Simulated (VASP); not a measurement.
# TiO2 (I4_1/amd) in VASP: further runs

Runs on TiO2. Level: PBE. Tasks: relaxation of cell and atoms.

Program: VASP 6.6.1. These are calculated values, not measurements. Logs are shortened: lines on timing, memory, paths and dates and some standing lists are left out, and cuts for length are marked.

## 1. The cell of the first run

The structure is tetragonal, space group I4_1/amd (No. 141). The conventional cell has a = 3.784 Å, b = 3.784 Å, c = 9.515 Å, α = 90.00°, β = 90.00°, γ = 90.00°. Ti (site symmetry -4m2) has 6 O at 1.93 to 1.98 Å within 2.6 Å. O (site symmetry 2mm) has 3 Ti at 1.93 to 1.98 Å and 2 O at 2.47 Å within 2.6 Å.

## 2. Relaxation of cell and atoms, PBE, target pressure 6 GPa, at which the enthalpy is minimised

The input, INCAR:

```
SYSTEM = TiO2
ALGO = Normal
EDIFF = 1E-7
EDIFFG = -0.01
ENCUT = 600
GGA = PE
IBRION = 2
ISIF = 3
ISMEAR = 0
LASPH = .True.
LCHARG = .False.
LREAL = .False.
LWAVE = .False.
NELM = 100
NSW = 80
PREC = Accurate
PSTRESS = 60.0
SIGMA = 0.01
```

The input, KPOINTS:

```
k-points
0
Gamma
  6 6 6
  0 0 0
```

The input, POSCAR:

```
TiO2
1.0
   -1.8921000000      1.8921000000      4.7573000000
    1.8921000000     -1.8921000000      4.7573000000
    1.8921000000      1.8921000000     -4.7573000000
Ti O
2 4
Direct
    0.0000000000      0.0000000000      0.0000000000
    0.7500000000      0.2500000000      0.5000000000
    0.2081000000      0.2081000000      0.0000000000
    0.9581000000      0.4581000000      0.5000000000
    0.5419000000      0.0419000000      0.5000000000
    0.7919000000      0.7919000000      0.0000000000
```

Potentials or basis: VASP PAW PBE potentials, release 64 (Ti_sv, O).

The run is started by

```sh
> cat potpaw_PBE.64/Ti_sv/POTCAR potpaw_PBE.64/O/POTCAR > POTCAR
> mpirun -np 1 vasp_std > vasp.out
```

OUTCAR:

```text
SYSTEM = TiO2
   EDIFF = 1E-7
   EDIFFG = -0.01
   ENCUT = 600
   GGA = PE
   IBRION = 2
   ISIF = 3
   ISMEAR = 0
   LASPH = .True.
   LREAL = .False.
   NELM = 100
   NSW = 80
   PREC = Accurate
   PSTRESS = 60.0

 ion  position               nearest neighbor table
   1  0.000  0.000  0.000-   5 1.93   4 1.93   5 1.93   4 1.93   3 1.98   6 1.98
   2  0.750  0.250  0.500-   6 1.93   3 1.93   6 1.93   3 1.93   4 1.98   5 1.98
   3  0.208  0.208  0.000-   2 1.93   2 1.93   1 1.98
   4  0.958  0.458  0.500-   1 1.93   1 1.93   2 1.98
   5  0.542  0.042  0.500-   1 1.93   1 1.93   2 1.98
   6  0.792  0.792  0.000-   2 1.93   2 1.93   1 1.98

  LATTYP: Found a body centered tetragonal cell.
 ALAT       =     3.7842000000
 C/A-ratio  =     2.5142962846

  Lattice vectors:

 A1 = (  -1.8921000000,   1.8921000000,   4.7573000000)
 A2 = (   1.8921000000,  -1.8921000000,   4.7573000000)
 A3 = (   1.8921000000,   1.8921000000,  -4.7573000000)

Analysis of symmetry for initial positions (statically):
=====================================================================
 Subroutine PRICEL returns:
 Original cell was already a primitive cell.

 Routine SETGRP: Setting up the symmetry group for a
 body centered tetragonal supercell.

 Subroutine GETGRP returns: Found 16 space group operations
 (whereof  8 operations were pure point group operations)
 out of a pool of 16 trial point group operations.

The static configuration has the point symmetry D_2d.
 The point group associated with its full space group is D_4h.

Analysis of symmetry for dynamics (positions and initial velocities):
=====================================================================
 Subroutine PRICEL returns:
 Original cell was already a primitive cell.

 Routine SETGRP: Setting up the symmetry group for a
 body centered tetragonal supercell.

 Subroutine GETGRP returns: Found 16 space group operations
 (whereof  8 operations were pure point group operations)
 out of a pool of 16 trial point group operations.

The dynamic configuration has the point symmetry D_2d.
 The point group associated with its full space group is D_4h.

 Subroutine INISYM returns: Found 16 space group operations
 (whereof  8 operations are pure point group operations),
 and found     1 'primitive' translations

----------------------------------------------------------------------------------------

                                     Primitive cell

  volume of cell :      68.1253
[... 103 lines left out ...]
   ISIF   =      3    stress and relaxation
   ISYM   =      2    0-nonsym 1-usesym 2-fastsym
   POTIM  = 0.5000    time-step for ionic-motion
   TEBEG  =    0.0;   TEEND  =   0.0 temperature during run
   PSTRESS=   60.0 pullay stress
   NELECT =      48.0000    total number of electrons
   NUPDOWN=      -1.0000    fix difference up-down
   EMIN   =  10.00;   EMAX   =-10.00  energy-range for DOS
   EFERMI =   0.00;   METHOD = LEGACY
   ISMEAR =     0;   SIGMA  =   0.01  broadening in eV -4-tet -1-fermi 0-gaus
   EFERMI_NEDOS =   21; number of points for ismear=-14 and -15
   IALGO  =     38    algorithm
   IMIX   =      4    mixing-type and parameters
     AMIX     =   0.40;   BMIX     =  1.00
     AMIX_MAG =   1.60;   BMIX_MAG =  1.00
  volume/ion in A,a.u.               =      11.35        76.62
  Fermi-wavevector in a.u.,A,eV,Ry     =   1.456752  2.752862 28.873289  2.122127
  Thomas-Fermi vector in A             =   2.573634
   LORBIT       =      0    0 simple, 1 ext, 2 COOP (PROOUT), +10 PAW based schemes
   GGA     = PE    functional components
   LHFCALC =     F    Hartree Fock is set to
   AEXX    =    0.0000 exact exchange contribution
   IVDW    =     0    specifies the selected vdW correction
   LEPSILON=     F    determine dielectric tensor
   LRPA    =     F    only Hartree local field effects (RPA)
 conjugate gradient relaxation of ions
 non-spin polarized calculation
 Gauss-broadening in eV      SIGMA  =   0.01
  energy-cutoff  :      600.00
  volume of cell :       68.13
 maximum number of plane-waves:      2299
 NGX is ok and might be reduce to    48
   NGX = 21   NGY = 21   NGZ = 21

--------------------------------------- Ionic step        1  -------------------------------------------

 number of electron      47.9999997 magnetization

 Free energy of the ion-electron system (eV)
  ---------------------------------------------------
  ext. energy  EPLUGINS =         0.00000000
  ---------------------------------------------------
  free energy    TOTEN  =       -53.83488299 eV

  energy without entropy =      -53.83488299  energy(sigma->0) =      -53.83488299

------------------------ aborting loop because EDIFF is reached ----------------------------------------

  FORCE on cell =-STRESS in cart. coord.  units (eV):
  Direction    XX          YY          ZZ          XY          YZ          ZX
  --------------------------------------------------------------------------------------
  -------------------------------------------------------------------------------------
  Total        2.2015314      2.2015314      2.7922582      0.0000000      0.0000000      0.0000000
  in kB       51.7757940     51.7757940     65.6685537      0.0000000      0.0000000      0.0000000
  external PRESSURE =      -3.5932861 kB  Pullay stress =      60.0000000 kB
[... 323 lines left out ...]
--------------------------------------- Ionic step        9  -------------------------------------------

 number of electron      47.9999999 magnetization

 Free energy of the ion-electron system (eV)
  ---------------------------------------------------
  ext. energy  EPLUGINS =         0.00000000
  ---------------------------------------------------
  free energy    TOTEN  =       -53.82626421 eV

  energy without entropy =      -53.82626421  energy(sigma->0) =      -53.82626421

 E-fermi :   3.5837     XC(G=0): -10.7658

 val. band max:        3.4324284937   @ k =   0.5000   0.5000   0.0000
 cond. band min:       5.5348548305   @ k =   0.0000   0.0000   0.0000
 fundamental gap:      2.1024263368
 Fermi energy:         3.5836618461

 k-point     1 :       0.0000    0.0000    0.0000
  band No.  band energies     occupation
      1     -52.9527      2.00000
      2     -52.8907      2.00000
      3     -29.4201      2.00000
      4     -29.1807      2.00000
      5     -29.1807      2.00000
      6     -29.1073      2.00000
[... 733 lines left out ...]
     27       6.8945      0.00000
     28       7.0475      0.00000

 [... further k-points ...]

------------------------ aborting loop because EDIFF is reached ----------------------------------------

  FORCE on cell =-STRESS in cart. coord.  units (eV):
  Direction    XX          YY          ZZ          XY          YZ          ZX
  --------------------------------------------------------------------------------------
  -------------------------------------------------------------------------------------
  Total        2.5397671      2.5397671      2.5435832      0.0000000      0.0000000      0.0000000
  in kB       59.9963789     59.9963789     60.0865250      0.0000000      0.0000000      0.0000000
  external PRESSURE =       0.0264276 kB  Pullay stress =      60.0000000 kB
[... 25 lines left out ...]
  energy  without entropy=      -53.8262642085  energy(sigma->0) =      -53.82626421

  enthalpy is  TOTEN    =       -51.2863437796 eV   P V=        2.5399204288

 reached required accuracy - stopping structural energy minimisation
```

OSZICAR:

```text
N       E                     dE             d eps       ncg     rms          rms(c)
DAV:   1     0.725929557663E+03    0.72593E+03   -0.27258E+04  1680   0.219E+03
DAV:   2     0.640013685824E+02   -0.66193E+03   -0.64249E+03  1788   0.609E+02
DAV:   3    -0.648577439427E+02   -0.12886E+03   -0.12576E+03  2632   0.226E+02
[... 86 lines left out ...]
DAV:   5    -0.538262602266E+02   -0.17944E-05   -0.52466E-06  2124   0.251E-02    0.112E-02
DAV:   6    -0.538262636377E+02   -0.34111E-05   -0.73113E-06  2784   0.172E-02    0.515E-03
DAV:   7    -0.538262640389E+02   -0.40121E-06   -0.57785E-07  1860   0.698E-03    0.156E-03
DAV:   8    -0.538262641905E+02   -0.15155E-06   -0.93605E-08   960   0.319E-03    0.429E-04
DAV:   9    -0.538262642085E+02   -0.18033E-07   -0.31587E-08   924   0.176E-03
   9 F= -.51286344E+02 E0= -.51286344E+02  d E =-.130930E-03
```

Wall time 5.8 min (1 thread of Intel Xeon 6975P-C (Granite Rapids), shared host); peak memory 0.38 GiB.

What came out:

```
Free energy                                                : -53.8263 eV
Relaxed volume                                             : 11.30 Å³/atom
Relaxed cell                                               : a = 5.442 Å, b = 5.442 Å, c = 5.442 Å, α = 139.33°, β = 139.33°, γ = 58.88°
Space group after relaxing (to 0.1 Å)                      : I4_1/amd (No. 141)
Energy change on relaxing (the run minimises the enthalpy) : +1.4 meV/atom
Ionic steps                                                : 9
Pressure after relaxing                                    : 6.0 GPa
Band gap on the k mesh                                     : 2.10 eV (least direct gap 2.45 eV)
```

The path:
```
step  energy change (eV)  largest force (eV/Å)  pressure (GPa)  volume (Å³)
   1              0.0000                0.1223            5.64        68.13
   2              0.0076                0.0109            6.15        67.87
   3              0.0051                0.0209            6.01        67.93
   4              0.0049                0.0155            5.96        67.94
   5              0.0045                0.0009            5.77        67.94
   6              0.0047                0.0330            5.40        67.94
   7              0.0044                0.0088            5.68        67.94
   8              0.0061                0.0049            5.81        67.89
   9              0.0086                0.0010            6.00        67.82
```

Final structure:
```xyz
6
Lattice="-1.8914 1.8914 4.7398 1.8914 -1.8914 4.7398 1.8914 1.8914 -4.7398" Properties=species:S:1:pos:R:3 pbc="T T T"
Ti    0.0000    0.0000    0.0000
Ti    0.0000    1.8914    2.3699
O     0.0000    0.0000    1.9849
O     0.0000    1.8914    4.3548
O     0.0000    1.8914    0.3850
O     0.0000    0.0000    7.4946
```

Caveat: the cell is relaxed towards a set pressure, so the run minimises the enthalpy, not the energy.

## 3. Relaxation of cell and atoms, PBE, target pressure 8 GPa, at which the enthalpy is minimised

INCAR, as its differences from that of step 2:

```diff
@@ -2,3 +2,3 @@
 ALGO = Normal
-EDIFF = 1E-7
+EDIFF = 1E-6
 EDIFFG = -0.01
@@ -16,3 +16,3 @@
 PREC = Accurate
-PSTRESS = 60.0
+PSTRESS = 80.0
 SIGMA = 0.01
```

KPOINTS is that of step 2.

POSCAR is that of step 2.

Potentials or basis: VASP PAW PBE potentials, release 64 (Ti_sv, O).

The run is started by

```sh
> cat potpaw_PBE.64/Ti_sv/POTCAR potpaw_PBE.64/O/POTCAR > POTCAR
> mpirun -np 1 vasp_std > vasp.out
```

It took 6.6 min on 1 thread of Intel Xeon 6975P-C (Granite Rapids), shared host; peak memory 0.35 GiB.

It converged, with:

- Free energy: -53.7945 eV
- Relaxed volume: 11.18 Å³/atom
- Relaxed cell: a = 5.407 Å, b = 5.407 Å, c = 5.407 Å, α = 139.11°, β = 139.11°, γ = 59.21°
- Space group after relaxing (to 0.1 Å): I4_1/amd (No. 141)
- Energy change on relaxing (the run minimises the enthalpy): +6.7 meV/atom
- Ionic steps: 11
- Pressure after relaxing: 8.0 GPa
- Largest force after relaxing: 0.006 eV/Å
- Band gap on the k mesh: 2.08 eV (least direct gap 2.47 eV)

Forces in eV/Å, atoms in the order of the input:
```
Ti   0.000  0.000  0.000
Ti   0.000  0.000  0.000
O    0.000  0.000  0.006
O    0.000  0.000  0.006
O    0.000  0.000 -0.006
O    0.000  0.000 -0.006
```

The path:
| step | energy change (eV) | largest force (eV/Å) | pressure (GPa) | volume (Å³) |
| --- | --- | --- | --- | --- |
| 1 | 0.0000 | 0.1221 | 5.68 | 68.13 |
| 2 | 0.0797 | 0.1033 | 11.00 | 66.52 |
| 3 | 0.0340 | 0.1143 | 8.32 | 67.30 |
| 4 | 0.0310 | 0.0043 | 7.90 | 67.33 |
| 5 | 0.0312 | 0.0195 | 7.93 | 67.33 |
| 6 | 0.0319 | 0.0150 | 7.91 | 67.30 |
| 7 | 0.0349 | 0.0079 | 7.81 | 67.21 |
| 8 | 0.0455 | 0.0025 | 7.70 | 67.03 |
| 9 | 0.0370 | 0.0068 | 7.81 | 67.16 |
| 10 | 0.0487 | 0.0056 | 8.54 | 66.94 |
| 11 | 0.0404 | 0.0063 | 8.04 | 67.10 |

Final structure:
```xyz
6
Lattice="-1.8889 1.8889 4.7013 1.8889 -1.8889 4.7013 1.8889 1.8889 -4.7013" Properties=species:S:1:pos:R:3 pbc="T T T"
Ti    0.0000    0.0000    0.0000
Ti    0.0000    1.8889    2.3507
O     0.0000    0.0000    1.9784
O     0.0000    1.8889    4.3291
O     0.0000    1.8889    0.3722
O     0.0000    0.0000    7.4242
```

Levels at points of the mesh, in eV from the valence-band top:
```tsv
k point	band 22	band 23	band 24	band 25	band 26	band 27
(0.00, 0.00, 0.00)	-0.75	-0.51	-0.51	2.08	2.87	3.91
(0.50, 0.00, 0.00)	-1.00	-0.87	-0.64	3.25	3.51	3.60
(0.50, 0.50, 0.00)	-2.15	0.00	0.00	3.42	3.42	3.89
(0.50, 0.50, 0.50)	-1.30	-0.15	-0.15	2.46	2.46	3.78
```

Caveat: the cell is relaxed towards a set pressure, so the run minimises the enthalpy, not the energy. A k mesh can miss the band edges.
